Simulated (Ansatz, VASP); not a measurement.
# Two plane-wave programs on AlP

```
CELL_PARAMETERS angstrom
0.00000 2.73648 2.73648
2.73648 0.00000 2.73648
2.73648 2.73648 0.00000
ATOMIC_POSITIONS crystal
Al 0.00000 0.00000 0.00000
P 0.75000 0.75000 0.75000
```

Alike in both runs: task single point; functional PBE; k mesh 6 × 6 × 6; occupations gaussian, width 0.1 eV; no spin polarisation.

|  | VASP | Ansatz |
| --- | --- | --- |
| version | VASP 6.6.1 | Ansatz 0.2.0 |
| potentials or method | VASP PAW PBE potentials, release 64 (Al, P), cutoff 500 eV | scalar-relativistic, plane waves, PAW |
| valence electrons in the cell | 8 | 8 |

|  | VASP | Ansatz | Ansatz less VASP |
| --- | --- | --- | --- |
| gap on the k mesh at the Fermi level (eV) | 1.59 | 1.59 | +0.002 |
| least direct gap on the mesh (eV) | 3.24 | 3.25 | +0.002 |
| pressure (GPa) | 1.6 | 1.7 | +0.10 |
